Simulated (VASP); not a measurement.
# Cu (Cmcm) in VASP: a series of runs

The runs below take Cu through single point, with PBEsol.

All numbers are computed with VASP 6.6.1; they aren't measurements. Logs are shortened: lines on timing, memory, paths and dates and some standing lists are left out, and cuts for length are marked.

## Step 1: The cell of the first run

Symmetry: Cmcm, No. 63, orthorhombic system. The conventional cell has a = 2.437 Å, b = 7.953 Å, c = 2.475 Å, α = 90.00°, β = 90.00°, γ = 90.00°. Within 3.2 Å of Cu (site symmetry m2m) lie 10 Cu at 2.44 to 2.54 Å.

## Step 2: Single point, PBEsol

Contents of INCAR:

```
SYSTEM = Cu
  ALGO = Normal
  EDIFF = 1E-6
  ENCUT = 600
  GGA = PS
  GGA_COMPAT = .False.
  ISIF = 2
  ISMEAR = 1
  LASPH = .True.
  LCHARG = .True.
  LELF = .True.
  LREAL = .False.
  LVHAR = .True.
  LWAVE = .False.
  NBANDS = 18
  NELM = 120
  PREC = Accurate
  SIGMA = 0.1
```

Contents of KPOINTS:

```
k-points
0
Gamma
  12 12 11
  0 0 0
```

Contents of POSCAR:

```
Cu
1.0
    1.2184650000     -3.9763800000      0.0000000000
    1.2184650000      3.9763800000      0.0000000000
    0.0000000000      0.0000000000      2.4755000000
Cu
2
Direct
    0.1338700000      0.8661300000      0.2500000000
    0.8661300000      0.1338700000      0.7500000000
```

Potentials or basis: VASP PAW PBE potentials, release 64 (Cu).

The run is started by

```bash
cat potpaw_PBE.64/Cu/POTCAR > POTCAR
mpirun -np 1 vasp_std > vasp.out
```

OUTCAR:

```text
SYSTEM = Cu
   EDIFF = 1E-6
   ENCUT = 600
   GGA = PS
   ISIF = 2
   ISMEAR = 1
   LASPH = .True.
   LREAL = .False.
   NELM = 120
   PREC = Accurate

 ion  position               nearest neighbor table
   1  0.134  0.866  0.250-   2 2.46   2 2.46   2 2.54   2 2.54   2 2.54   2 2.54
   2  0.866  0.134  0.750-   1 2.46   1 2.46   1 2.54   1 2.54   1 2.54   1 2.54

  LATTYP: Found a base centered orthorhombic cell.
 ALAT       =     2.4369300000
 B/A-ratio  =     3.2634339107
 C/A-ratio  =     1.0158272909

  Lattice vectors:

 A1 = (   1.2184650000,  -3.9763800000,   0.0000000000)
 A2 = (   1.2184650000,   3.9763800000,   0.0000000000)
 A3 = (   0.0000000000,   0.0000000000,   2.4755000000)

Analysis of symmetry for initial positions (statically):
=====================================================================
 Subroutine PRICEL returns:
 Original cell was already a primitive cell.

 Routine SETGRP: Setting up the symmetry group for a
 base centered orthorhombic supercell.

 Subroutine GETGRP returns: Found  8 space group operations
 (whereof  4 operations were pure point group operations)
 out of a pool of  8 trial point group operations.

The static configuration has the point symmetry C_2h.
 The point group associated with its full space group is D_2h.

Analysis of symmetry for dynamics (positions and initial velocities):
=====================================================================
 Subroutine PRICEL returns:
 Original cell was already a primitive cell.

 Routine SETGRP: Setting up the symmetry group for a
 base centered orthorhombic supercell.

 Subroutine GETGRP returns: Found  8 space group operations
 (whereof  4 operations were pure point group operations)
 out of a pool of  8 trial point group operations.

The dynamic configuration has the point symmetry C_2h.
 The point group associated with its full space group is D_2h.

 Subroutine INISYM returns: Found  8 space group operations
 (whereof  4 operations are pure point group operations),
 and found     1 'primitive' translations

----------------------------------------------------------------------------------------

                                     Primitive cell

  volume of cell :      23.9880

  direct lattice vectors                    reciprocal lattice vectors
     1.218465000 -3.976380000  0.000000000     0.410352370 -0.125742510  0.000000000
     1.218465000  3.976380000  0.000000000     0.410352370  0.125742510  0.000000000
     0.000000000  0.000000000  2.475500000     0.000000000  0.000000000  0.403958796

  length of vectors
     4.158876634  4.158876634  2.475500000     0.429185561  0.429185561  0.403958796
[... 83 lines left out ...]
   EDIFFG = 0.1E-04   stopping-criterion for IOM
   NSW    =      0    number of steps for IOM
   IBRION =     -1    ionic relax: 0-MD 1-quasi-New 2-CG
   NFREE  =      0    steps in history (QN), initial steepest desc. (CG)
   ISIF   =      2    stress and relaxation
   ISYM   =      2    0-nonsym 1-usesym 2-fastsym
   POTIM  = 0.5000    time-step for ionic-motion
   TEBEG  =    0.0;   TEEND  =   0.0 temperature during run
   PSTRESS=    0.0 pullay stress
   NELECT =      22.0000    total number of electrons
   NUPDOWN=      -1.0000    fix difference up-down
   EMIN   =  10.00;   EMAX   =-10.00  energy-range for DOS
   EFERMI =   0.00;   METHOD = LEGACY
   ISMEAR =     1;   SIGMA  =   0.10  broadening in eV -4-tet -1-fermi 0-gaus
   EFERMI_NEDOS =   21; number of points for ismear=-14 and -15
   IALGO  =     38    algorithm
   IMIX   =      4    mixing-type and parameters
     AMIX     =   0.40;   BMIX     =  1.00
     AMIX_MAG =   1.60;   BMIX_MAG =  1.00
  volume/ion in A,a.u.               =      11.99        80.94
  Fermi-wavevector in a.u.,A,eV,Ry     =   1.590564  3.005730 34.421288  2.529893
  Thomas-Fermi vector in A             =   2.689239
   LORBIT       =      0    0 simple, 1 ext, 2 COOP (PROOUT), +10 PAW based schemes
   GGA     = PS    functional components
   LHFCALC =     F    Hartree Fock is set to
   AEXX    =    0.0000 exact exchange contribution
   IVDW    =     0    specifies the selected vdW correction
   LEPSILON=     F    determine dielectric tensor
   LRPA    =     F    only Hartree local field effects (RPA)
 non-spin polarized calculation
 Methfessel and Paxton  Order N= 1 SIGMA  =   0.10
  energy-cutoff  :      600.00
  volume of cell :       23.99
 maximum number of plane-waves:       816
 NGX is ok and might be reduce to    36
   NGX = 17   NGY = 17   NGZ =  9

 number of electron      22.0000013 magnetization

 Free energy of the ion-electron system (eV)
  ---------------------------------------------------
  ext. energy  EPLUGINS =         0.00000000
  ---------------------------------------------------
  free energy    TOTEN  =        -8.30747206 eV

  energy without entropy =       -8.30740173  energy(sigma->0) =       -8.30744861

 E-fermi :   7.2093     XC(G=0): -12.7832

 val. band max:        7.1959986821   @ k =   0.1667   0.0833   0.4545
 cond. band min:       7.2126972258   @ k =   0.5000   0.3333   0.4545
 fundamental gap:      0.0166985437
 Fermi energy:         7.2093188924

 k-point     1 :       0.0000    0.0000    0.0000
  band No.  band energies     occupation
      1      -2.0679      2.00000
      2       2.2429      2.00000
      3       3.0050      2.00000
      4       3.4859      2.00000
      5       4.1958      2.00000
      6       4.4602      2.00000
[... 481 lines left out ...]
      5       4.0615      2.00000
      6       4.5104      2.00000
[... 10 lines left out ...]
     17      27.7414      0.00000
     18      28.5795      0.00000

 [... further k-points ...]

------------------------ aborting loop because EDIFF is reached ----------------------------------------

  FORCE on cell =-STRESS in cart. coord.  units (eV):
  Direction    XX          YY          ZZ          XY          YZ          ZX
  --------------------------------------------------------------------------------------
  -------------------------------------------------------------------------------------
  Total       -0.0916683     -0.1599440     -0.0805468      0.0000000      0.0000000      0.0000000
  in kB       -6.1226004    -10.6827903     -5.3797859      0.0000000      0.0000000      0.0000000
  external PRESSURE =      -7.3950589 kB  Pullay stress =       0.0000000 kB

 VOLUME and BASIS-vectors are now :
 -----------------------------------------------------------------------------
  energy-cutoff  :      600.00
  volume of cell :       23.99
      direct lattice vectors                 reciprocal lattice vectors
     1.218465000 -3.976380000  0.000000000     0.410352370 -0.125742510  0.000000000
     1.218465000  3.976380000  0.000000000     0.410352370  0.125742510  0.000000000
     0.000000000  0.000000000  2.475500000     0.000000000  0.000000000  0.403958796

 POSITION                                       TOTAL-FORCE (eV/Angst)
 -----------------------------------------------------------------------------------
      1.21846      2.91174      0.61887         0.000000      0.000171      0.000000
      1.21846     -2.91174      1.85662         0.000000     -0.000171      0.000000
 -----------------------------------------------------------------------------------
    total drift:                                0.000000      0.000000     -0.000000

  FREE ENERGIE OF THE ION-ELECTRON SYSTEM (eV)
  ---------------------------------------------------
  free  energy   TOTEN  =        -8.3074720565 eV

  energy  without entropy=       -8.3074017254  energy(sigma->0) =       -8.30744861
```

stdout:

```text
POSCAR found type information on POSCAR Cu
 POSCAR found :  1 types and       2 ions
 scaLAPACK will be used
 -----------------------------------------------------------------------------
|                                                                             |
|                                                                             |
|     You enforced a specific xc type in the INCAR file but a different       |
|     I HOPE YOU KNOW WHAT YOU ARE DOING!                                     |
|                                                                             |
 -----------------------------------------------------------------------------

 LDA part: xc-table for (Slater+PW92), standard interpolation
 POSCAR, INCAR and KPOINTS ok, starting setup
 FFT: planning ... GRIDC
 FFT: planning ... GRID_SOFT
 FFT: planning ... GRID
 WAVECAR not read
 entering main loop
```

Wall time 73 s (1 thread of Intel Xeon 8259CL, shared host); peak memory 0.25 GiB.

What came out:

```
Free energy            : -8.3075 eV
Pressure               : -0.7 GPa
Band gap on the k mesh : zero (bands 11 and 12 overlap by 5.08 eV)
```

Caveat: the PAW data sets were made with another functional, which shifts forces and pressure a little.

## Step 3: Single point, PBEsol

Contents of INCAR:

```
PREC     = Accurate       # precision mode
ENCUT    = 600            # plane-wave cutoff, eV
EDIFF    = 1E-6           # SCF threshold, eV
ISMEAR   = 1              # smearing method
SIGMA    = 0.1            # smearing width, eV
LREAL    = F              # projectors in reciprocal space
LASPH    = T              # aspherical terms in the spheres
NELM     = 120            # most SCF steps
ALGO     = Normal         # electronic algorithm
ISIF     = 2              # what is computed and relaxed
LWAVE    = F              # write WAVECAR
LCHARG   = F              # write CHGCAR
GGA      = PS             # functional
NBANDS   = 18             # bands
GGA_COMPAT= F
```

Contents of KPOINTS:

```
Automatic mesh
0
Gamma
  12 12 11
```

POSCAR is that of step 2.

Potentials or basis: VASP PAW PBE potentials, release 64 (Cu).

The run is started by

```bash
cat potpaw_PBE.64/Cu/POTCAR > POTCAR
mpirun -np 1 vasp_std > vasp.out
```

OUTCAR:

```text
PREC = Accurate
   ENCUT = 600
   EDIFF = 1E-6
   ISMEAR = 1
   LREAL = F
   LASPH = T
   NELM = 120
   ISIF = 2
   GGA = PS

 ion  position               nearest neighbor table
   1  0.134  0.866  0.250-   2 2.46   2 2.46   2 2.54   2 2.54   2 2.54   2 2.54
   2  0.866  0.134  0.750-   1 2.46   1 2.46   1 2.54   1 2.54   1 2.54   1 2.54

  LATTYP: Found a base centered orthorhombic cell.
 ALAT       =     2.4369300000
 B/A-ratio  =     3.2634339107
[... 697 lines left out ...]

------------------------ aborting loop because EDIFF is reached ----------------------------------------

  FORCE on cell =-STRESS in cart. coord.  units (eV):
  Direction    XX          YY          ZZ          XY          YZ          ZX
  --------------------------------------------------------------------------------------
  -------------------------------------------------------------------------------------
  Total       -0.0916683     -0.1599440     -0.0805468      0.0000000      0.0000000      0.0000000
  in kB       -6.1226004    -10.6827903     -5.3797859      0.0000000      0.0000000      0.0000000
  external PRESSURE =      -7.3950589 kB  Pullay stress =       0.0000000 kB

 VOLUME and BASIS-vectors are now :
 -----------------------------------------------------------------------------
  energy-cutoff  :      600.00
  volume of cell :       23.99
      direct lattice vectors                 reciprocal lattice vectors
     1.218465000 -3.976380000  0.000000000     0.410352370 -0.125742510  0.000000000
     1.218465000  3.976380000  0.000000000     0.410352370  0.125742510  0.000000000
     0.000000000  0.000000000  2.475500000     0.000000000  0.000000000  0.403958796

 POSITION                                       TOTAL-FORCE (eV/Angst)
 -----------------------------------------------------------------------------------
      1.21846      2.91174      0.61887         0.000000      0.000171      0.000000
      1.21846     -2.91174      1.85662         0.000000     -0.000171      0.000000
 -----------------------------------------------------------------------------------
    total drift:                                0.000000      0.000000     -0.000000

  FREE ENERGIE OF THE ION-ELECTRON SYSTEM (eV)
  ---------------------------------------------------
  free  energy   TOTEN  =        -8.3074720565 eV

  energy  without entropy=       -8.3074017254  energy(sigma->0) =       -8.30744861
```

OSZICAR:

```text
N       E                     dE             d eps       ncg     rms          rms(c)
DAV:   1     0.129178898629E+03    0.12918E+03   -0.11450E+04  9906   0.241E+03
DAV:   2    -0.340385029730E+01   -0.13258E+03   -0.12569E+03  9320   0.301E+02
DAV:   3    -0.103037295851E+02   -0.68999E+01   -0.66475E+01 10642   0.933E+01
DAV:   4    -0.103777117756E+02   -0.73982E-01   -0.73922E-01 10940   0.104E+01
DAV:   5    -0.103787151450E+02   -0.10034E-02   -0.10033E-02 11696   0.104E+00    0.117E+01
DAV:   6    -0.919507715230E+01    0.11836E+01   -0.13629E+01  9952   0.106E+02    0.607E+00
DAV:   7    -0.833165767025E+01    0.86342E+00   -0.27301E+00 10068   0.440E+01    0.658E-01
DAV:   8    -0.831380582488E+01    0.17852E-01   -0.36449E-02 13884   0.306E+00    0.593E-01
DAV:   9    -0.830762575710E+01    0.61801E-02   -0.81051E-03 11202   0.251E+00    0.751E-02
DAV:  10    -0.830746948773E+01    0.15627E-03   -0.33225E-04 14480   0.222E-01    0.675E-03
DAV:  11    -0.830747196857E+01   -0.24808E-05   -0.63145E-06 13520   0.305E-02    0.408E-03
DAV:  12    -0.830747205645E+01   -0.87886E-07   -0.56401E-07  6112   0.161E-02
   1 F= -.83074721E+01 E0= -.83074486E+01  d E =-.703311E-04
```

stdout:

```text
POSCAR found type information on POSCAR Cu
 POSCAR found :  1 types and       2 ions
 scaLAPACK will be used
 -----------------------------------------------------------------------------
|                                                                             |
|                                                                             |
|     You enforced a specific xc type in the INCAR file but a different       |
|     I HOPE YOU KNOW WHAT YOU ARE DOING!                                     |
|                                                                             |
 -----------------------------------------------------------------------------

 LDA part: xc-table for (Slater+PW92), standard interpolation
 POSCAR, INCAR and KPOINTS ok, starting setup
 FFT: planning ... GRIDC
 FFT: planning ... GRID_SOFT
 FFT: planning ... GRID
 WAVECAR not read
 entering main loop
```

It took 72 s on 1 thread of Intel Xeon 8259CL, shared host; peak memory 0.25 GiB.

Results:

- Free energy: -8.3075 eV
- Pressure: -0.7 GPa
- Band gap on the k mesh: zero (bands 11 and 12 overlap by 5.08 eV)

Caveat: the PAW data sets were made with another functional, which shifts forces and pressure a little.
